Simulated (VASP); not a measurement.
Write the native input for VASP 6.6.1 that does the following.

| Property | Result |
| --- | --- |
| Task | single point |
| Functional | LDA |
| Potentials or basis | VASP PAW LDA potentials, release 64 (Al, N) |
| Cutoff | 520 eV |
| k mesh | 10 × 10 × 10 |
| Occupations | gaussian, width 0.01 eV |
| Spin | no spin polarisation |
| Dipole correction | no |
| Further INCAR settings | ALGO = Normal; EDIFF = 1e-07; NBANDS = 11 |

The structure of AlN lies in POSCAR:

```
AlN
1.0
    0.0000000000      2.1855195212      2.1855195212
    2.1855195212      0.0000000000      2.1855195212
    2.1855195212      2.1855195212      0.0000000000
Al N
1 1
Direct
    0.0000000000      0.0000000000      0.0000000000
    0.7500000000      0.7500000000      0.7500000000
```

This cell differs from its parent crystal: volume scaled by 1.02.

The input as run:

INCAR

```
ALGO = Normal
EDIFF = 1E-7
ENCUT = 520
GGA = CA
ISIF = 2
ISMEAR = 0
LASPH = True
LCHARG = True
LELF = True
LREAL = False
LVHAR = True
LWAVE = False
NBANDS = 11
NELM = 80
PREC = Accurate
SIGMA = 0.01
```

KPOINTS

```
k-points
0
Gamma
  10 10 10
```

Potentials or basis: VASP PAW LDA potentials, release 64 (Al, N).

The run is started by

```bash
$ cat potpaw_LDA.64/Al/POTCAR potpaw_LDA.64/N/POTCAR > POTCAR
$ mpirun -np 1 vasp_std > vasp.out
```

It gave:

* Pressure: -3.4 GPa
* Band gap on the k mesh: 3.22 eV, indirect (least direct gap 4.22 eV)

Run time: 3 s on 1 thread of Intel(R) Xeon(R) 6975P-C (Granite Rapids) (shared host), peak memory 0.13 GiB.
